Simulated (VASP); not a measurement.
# ZrB (Fm-3m) in VASP: further runs

Runs on ZrB. Level: PBE. Tasks: single point.

All numbers are computed with VASP 6.6.1; they aren't measurements. Logs are shortened: lines on timing, memory, paths and dates and some standing lists are left out, and cuts for length are marked.

## (1) The cell of the first run

The structure is cubic, space group Fm-3m (No. 225). The conventional cell has a = 4.650 Å, b = 4.650 Å, c = 4.650 Å, α = 90.00°, β = 90.00°, γ = 90.00°. Zr (site symmetry m-3m) has 6 B at 2.33 Å within 3.1 Å. Within 3.1 Å of B (site symmetry m-3m) lie 6 Zr at 2.33 Å.

## (2) Single point, PBE

INCAR reads:

```
SYSTEM = ZrB
ALGO = Normal
EDIFF = 1E-6
ENCUT = 520
GGA = PE
ISIF = 2
ISMEAR = 0
LASPH = .TRUE.
LCHARG = .TRUE.
LELF = .TRUE.
LREAL = .FALSE.
LVHAR = .TRUE.
LWAVE = .FALSE.
NBANDS = 14
NELM = 60
PREC = Accurate
SIGMA = 0.015
```

KPOINTS reads:

```
k-points
0
G
  10 10 10
  0 0 0
```

POSCAR reads:

```
ZrB
1.0
    0.0000000000      2.3250000000      2.3250000000
    2.3250000000      0.0000000000      2.3250000000
    2.3250000000      2.3250000000      0.0000000000
Zr B
1 1
Direct
    0.0000000000      0.0000000000      0.0000000000
    0.5000000000      0.5000000000      0.5000000000
```

Potentials or basis: VASP PAW PBE potentials, release 64 (Zr_sv, B).

The run is started by

```console
$ cat potpaw_PBE.64/Zr_sv/POTCAR potpaw_PBE.64/B/POTCAR > POTCAR
$ mpirun -np 1 vasp_std > vasp.out
```

OUTCAR:

```text
SYSTEM = ZrB
   EDIFF = 1E-6
   ENCUT = 520
   GGA = PE
   ISIF = 2
   ISMEAR = 0
   LASPH = .TRUE.
   LREAL = .FALSE.
   NELM = 60
   PREC = Accurate

 ion  position               nearest neighbor table
   1  0.000  0.000  0.000-   2 2.33   2 2.33   2 2.33   2 2.33   2 2.33   2 2.33
   2  0.500  0.500  0.500-   1 2.33   1 2.33   1 2.33   1 2.33   1 2.33   1 2.33

  LATTYP: Found a face centered cubic cell.
 ALAT       =     4.6500000000

  Lattice vectors:

 A1 = (   0.0000000000,   2.3250000000,   2.3250000000)
 A2 = (   2.3250000000,   0.0000000000,   2.3250000000)
 A3 = (   2.3250000000,   2.3250000000,   0.0000000000)

Analysis of symmetry for initial positions (statically):
=====================================================================
 Subroutine PRICEL returns:
 Original cell was already a primitive cell.

 Routine SETGRP: Setting up the symmetry group for a
 face centered cubic supercell.

 Subroutine GETGRP returns: Found 48 space group operations
 (whereof 48 operations were pure point group operations)
 out of a pool of 48 trial point group operations.

The static configuration has the point symmetry O_h .

Analysis of symmetry for dynamics (positions and initial velocities):
=====================================================================
 Subroutine PRICEL returns:
 Original cell was already a primitive cell.

 Routine SETGRP: Setting up the symmetry group for a
 face centered cubic supercell.

 Subroutine GETGRP returns: Found 48 space group operations
 (whereof 48 operations were pure point group operations)
 out of a pool of 48 trial point group operations.

The dynamic configuration has the point symmetry O_h .

 Subroutine INISYM returns: Found 48 space group operations
 (whereof 48 operations are pure point group operations),
 and found     1 'primitive' translations

----------------------------------------------------------------------------------------

                                     Primitive cell

  volume of cell :      25.1362

  direct lattice vectors                    reciprocal lattice vectors
     0.000000000  2.325000000  2.325000000    -0.215053763  0.215053763  0.215053763
     2.325000000  0.000000000  2.325000000     0.215053763 -0.215053763  0.215053763
     2.325000000  2.325000000  0.000000000     0.215053763  0.215053763 -0.215053763

  length of vectors
     3.288046533  3.288046533  3.288046533     0.372484045  0.372484045  0.372484045

  position of ions in fractional coordinates (direct lattice)
[... 83 lines left out ...]
   IBRION =     -1    ionic relax: 0-MD 1-quasi-New 2-CG
   NFREE  =      0    steps in history (QN), initial steepest desc. (CG)
   ISIF   =      2    stress and relaxation
   ISYM   =      2    0-nonsym 1-usesym 2-fastsym
   POTIM  = 0.5000    time-step for ionic-motion
   TEBEG  =    0.0;   TEEND  =   0.0 temperature during run
   PSTRESS=    0.0 pullay stress
   NELECT =      15.0000    total number of electrons
   NUPDOWN=      -1.0000    fix difference up-down
   EMIN   =  10.00;   EMAX   =-10.00  energy-range for DOS
   EFERMI =   0.00;   METHOD = LEGACY
   ISMEAR =     0;   SIGMA  =   0.01  broadening in eV -4-tet -1-fermi 0-gaus
   EFERMI_NEDOS =   21; number of points for ismear=-14 and -15
   IALGO  =     38    algorithm
   IMIX   =      4    mixing-type and parameters
     AMIX     =   0.40;   BMIX     =  1.00
     AMIX_MAG =   1.60;   BMIX_MAG =  1.00
  volume/ion in A,a.u.               =      12.57        84.81
  Fermi-wavevector in a.u.,A,eV,Ry     =   1.378285  2.604581 25.846565  1.899669
  Thomas-Fermi vector in A             =   2.503360
   LORBIT       =      0    0 simple, 1 ext, 2 COOP (PROOUT), +10 PAW based schemes
   GGA     = PE    functional components
   LHFCALC =     F    Hartree Fock is set to
   AEXX    =    0.0000 exact exchange contribution
   IVDW    =     0    specifies the selected vdW correction
   LEPSILON=     F    determine dielectric tensor
   LRPA    =     F    only Hartree local field effects (RPA)
 non-spin polarized calculation
 Gauss-broadening in eV      SIGMA  =   0.01
  energy-cutoff  :      520.00
  volume of cell :       25.14
 maximum number of plane-waves:       700
   NGX = 13   NGY = 13   NGZ = 13

 number of electron      15.0000000 magnetization

 Free energy of the ion-electron system (eV)
  ---------------------------------------------------
  ext. energy  EPLUGINS =         0.00000000
  ---------------------------------------------------
  free energy    TOTEN  =       -15.58199787 eV

  energy without entropy =      -15.58174346  energy(sigma->0) =      -15.58187066

 E-fermi :   9.0148     XC(G=0): -12.2232

 val. band max:        8.9659961822   @ k =   0.3000   0.2000   0.1000
 cond. band min:       9.0250762843   @ k =   0.5000   0.3000   0.1000
 fundamental gap:      0.0590801021
 Fermi energy:         9.0148152776

 k-point     1 :       0.0000    0.0000    0.0000
  band No.  band energies     occupation
      1     -37.7520      2.00000
      2     -15.4928      2.00000
      3     -15.4928      2.00000
      4     -15.4928      2.00000
      5       0.6804      2.00000
      6      10.9456      0.00000
      7      10.9456      0.00000
      8      10.9456      0.00000
      9      12.7221      0.00000
     10      12.7221      0.00000
     11      12.8181      0.00000
     12      12.8181      0.00000
     13      12.8181      0.00000
     14      20.1660      0.00000
[... 377 lines left out ...]
      1     -37.6232      2.00000
      2     -16.1972      2.00000
      3     -15.7759      2.00000
      4     -15.7455      2.00000
      5       2.8908      2.00000
      6       7.3569      2.00000
      7       8.2675      2.00000
      8      10.3802      0.00000
      9      11.1973      0.00000
     10      14.6526      0.00000
     11      16.2531      0.00000
     12      16.4988      0.00000
     13      20.6760      0.00000
     14      23.2732      0.00000

 [... further k-points ...]
[... 5 lines left out ...]
  --------------------------------------------------------------------------------------
  -------------------------------------------------------------------------------------
  Total        5.4306057      5.4306057      5.4306057      0.0000000     -0.0000000      0.0000000
  in kB      346.1465310    346.1465310    346.1465310      0.0000000     -0.0000000      0.0000000
  external PRESSURE =     346.1465310 kB  Pullay stress =       0.0000000 kB

 VOLUME and BASIS-vectors are now :
 -----------------------------------------------------------------------------
  energy-cutoff  :      520.00
  volume of cell :       25.14
      direct lattice vectors                 reciprocal lattice vectors
     0.000000000  2.325000000  2.325000000    -0.215053763  0.215053763  0.215053763
     2.325000000  0.000000000  2.325000000     0.215053763 -0.215053763  0.215053763
     2.325000000  2.325000000  0.000000000     0.215053763  0.215053763 -0.215053763

 POSITION                                       TOTAL-FORCE (eV/Angst)
 -----------------------------------------------------------------------------------
      0.00000      0.00000      0.00000        -0.000000     -0.000000      0.000000
      2.32500      2.32500      2.32500         0.000000      0.000000      0.000000
 -----------------------------------------------------------------------------------
    total drift:                                0.000000     -0.000000     -0.000000

  FREE ENERGIE OF THE ION-ELECTRON SYSTEM (eV)
  ---------------------------------------------------
  free  energy   TOTEN  =       -15.5819978691 eV

  energy  without entropy=      -15.5817434556  energy(sigma->0) =      -15.58187066
```

stdout:

```text
POSCAR found type information on POSCAR ZrB
 POSCAR found :  2 types and       2 ions
 scaLAPACK will be used
 LDA part: xc-table for (Slater+PW92), standard interpolation
 POSCAR, INCAR and KPOINTS ok, starting setup
 FFT: planning ... GRIDC
 FFT: planning ... GRID_SOFT
 FFT: planning ... GRID
 WAVECAR not read
 entering main loop
```

Wall time 14 s (1 thread of Intel Xeon Platinum 8488C (Sapphire Rapids), shared host); peak memory 0.15 GiB.

Results:

| Quantity | Value |
| --- | --- |
| Free energy | -15.5820 eV |
| Pressure | 34.6 GPa |

## (3) Single point, PBE

INCAR reads:

```
ALGO     = Normal         # electronic algorithm
EDIFF    = 1E-7           # SCF threshold, eV
ENCUT    = 520            # plane-wave cutoff, eV
GGA      = PE             # functional
ISIF     = 2              # what is computed and relaxed
ISMEAR   = 0              # smearing method
LASPH    = T              # aspherical terms in the spheres
LCHARG   = F              # write CHGCAR
LREAL    = F              # projectors in reciprocal space
LWAVE    = F              # write WAVECAR
NBANDS   = 14             # bands
NELM     = 80             # most SCF steps
PREC     = Accurate       # precision mode
SIGMA    = 0.019000000000000003 # smearing width, eV
```

KPOINTS reads:

```
k-points
0
Gamma
  10 10 10
```

POSCAR is that of step 2.

Potentials or basis: VASP PAW PBE potentials, release 64 (Zr_sv, B).

The run is started by

```console
$ cat potpaw_PBE.64/Zr_sv/POTCAR potpaw_PBE.64/B/POTCAR > POTCAR
$ mpirun -np 1 vasp_std > vasp.out
```

It used 6.5 s of CPU time on 1 thread of Intel(R) Xeon(R) Platinum 8488C (Sapphire Rapids), with other jobs on the host.

Results (log left out):

```yaml
Free_energy: -15.5821 eV
Pressure: 34.6 GPa
```

Levels at points of the mesh, in eV from the Fermi level:
```
           k point  band 6  band 7  band 8  band 9  band 10  band 11
(0.00, 0.00, 0.00)    1.93    1.93    1.93    3.71     3.71     3.81
(0.50, 0.00, 0.00)   -3.62   -1.41   -1.41    5.78     5.78     7.38
(0.50, 0.50, 0.00)   -1.11   -0.30    2.54    2.54     5.49     6.95
```

## (4) Single point, PBE

Edit INCAR of step 3 so:

```diff
@@ -11,4 +11,4 @@
 NBANDS   = 14             # bands
-NELM     = 80             # most SCF steps
+NELM     = 60             # most SCF steps
 PREC     = Accurate       # precision mode
-SIGMA    = 0.019000000000000003 # smearing width, eV
+SIGMA    = 0.02           # smearing width, eV
```

KPOINTS is that of step 3.

POSCAR is that of step 3.

The run is started by

```console
$ cat potpaw_PBE.64/Zr_sv/POTCAR potpaw_PBE.64/B/POTCAR > POTCAR
$ mpirun -np 1 vasp_std > vasp.out
```

It took 10 s on 1 thread of Intel Xeon Platinum 8488C (Sapphire Rapids), shared host; peak memory 0.14 GiB.

The run converged. Its results:

```yaml
Free_energy: -15.5821 eV
Pressure: 34.6 GPa
```

Levels at points of the mesh, in eV from the Fermi level:
```csv
k point,band 6,band 7,band 8,band 9,band 10,band 11
"(0.00, 0.00, 0.00)",1.93,1.93,1.93,3.71,3.71,3.81
"(0.50, 0.00, 0.00)",-3.62,-1.41,-1.41,5.78,5.78,7.38
"(0.50, 0.50, 0.00)",-1.11,-0.30,2.54,2.54,5.49,6.95
```

## (5) Single point, PBE

INCAR reads:

```
PREC     = Accurate       # precision mode
ENCUT    = 520            # plane-wave cutoff, eV
EDIFF    = 1E-6           # SCF threshold, eV
ISMEAR   = 0              # smearing method
SIGMA    = 0.020999999999999998 # smearing width, eV
LREAL    = F              # projectors in reciprocal space
LASPH    = T              # aspherical terms in the spheres
NELM     = 80             # most SCF steps
ALGO     = Normal         # electronic algorithm
ISIF     = 2              # what is computed and relaxed
LWAVE    = F              # write WAVECAR
LCHARG   = F              # write CHGCAR
GGA      = PE             # functional
NBANDS   = 14             # bands
```

KPOINTS reads:

```
Automatic mesh
0
Gamma
  10 10 10
```

POSCAR is that of step 4.

The run is started by

```console
$ cat potpaw_PBE.64/Zr_sv/POTCAR potpaw_PBE.64/B/POTCAR > POTCAR
$ mpirun -np 1 vasp_std > vasp.out
```

Run time: 13 s. Hardware: 1 thread of Intel Xeon Platinum 8488C (Sapphire Rapids), shared host; peak memory 0.14 GiB.

The run converged. Its results:

```
Free energy : -15.5821 eV
Pressure    : 34.6 GPa
```

Levels at points of the mesh, in eV from the Fermi level:
```csv
k point,band 4,band 5,band 6,band 7,band 8,band 9,band 10,band 11,band 12,band 13
"(0.00, 0.00, 0.00)",-24.50,-8.33,1.93,1.93,1.93,3.71,3.71,3.81,3.81,3.81
"(0.50, 0.00, 0.00)",-24.60,-4.19,-3.62,-1.41,-1.41,5.78,5.78,7.38,8.26,13.39
"(0.50, 0.50, 0.00)",-24.84,-6.50,-1.11,-0.30,2.54,2.54,5.49,6.95,6.95,10.68
```

## (6) Single point, PBE

INCAR reads:

```
  PREC = Accurate
  ENCUT = 520
  EDIFF = 1E-7
  ISMEAR = 0
  SIGMA = 0.023
  LREAL = False
  LASPH = True
  NELM = 80
  ALGO = Normal
  ISIF = 2
  LWAVE = False
  LCHARG = True
  GGA = PE
  LELF = True
  LVHAR = True
  NBANDS = 14
```

KPOINTS reads:

```
regular mesh
0
Gamma
  10 10 10
```

POSCAR is that of step 5.

Potentials or basis: VASP PAW PBE potentials, release 64 (Zr_sv, B).

The run is started by

```console
$ cat potpaw_PBE.64/Zr_sv/POTCAR potpaw_PBE.64/B/POTCAR > POTCAR
$ mpirun -np 1 vasp_std > vasp.out
```

It used 8 s of CPU time on 1 thread of Intel(R) Xeon(R) Platinum 8488C (Sapphire Rapids), on a shared host.

It converged, with:

| Property | Result |
| --- | --- |
| Free energy | -15.5821 eV |
| Pressure | 34.6 GPa |

Levels at points of the mesh, in eV from the Fermi level:
| k point | band 4 | band 5 | band 6 | band 7 | band 8 | band 9 | band 10 | band 11 | band 12 | band 13 |
| --- | --- | --- | --- | --- | --- | --- | --- | --- | --- | --- |
| (0.00, 0.00, 0.00) | -24.50 | -8.33 | 1.94 | 1.94 | 1.94 | 3.71 | 3.71 | 3.81 | 3.81 | 3.81 |
| (0.50, 0.00, 0.00) | -24.60 | -4.19 | -3.61 | -1.41 | -1.41 | 5.79 | 5.79 | 7.38 | 8.26 | 13.39 |
| (0.50, 0.50, 0.00) | -24.83 | -6.50 | -1.11 | -0.30 | 2.54 | 2.54 | 5.49 | 6.95 | 6.95 | 10.68 |

## (7) Summary

| smearing | gap on the mesh (eV) | pressure (GPa) |
| --- | --- | --- |
| gaussian 0.015 eV | none | 34.6 |
| gaussian 0.019 eV | none | 34.6 |
| gaussian 0.02 eV | none | 34.6 |
| gaussian 0.021 eV | none | 34.6 |
| gaussian 0.023 eV | none | 34.6 |

Alike in all rows: task single point; level PBE; potentials or basis VASP PAW PBE potentials, release 64 (Zr_sv, B); no spin polarisation; cell as given; k mesh 10 × 10 × 10; cutoff (eV) 520.

Every run on the cell as given and a fine mesh finds a metal.

Total energies depend on the potentials used, so only differences within one code and one set of settings carry meaning.
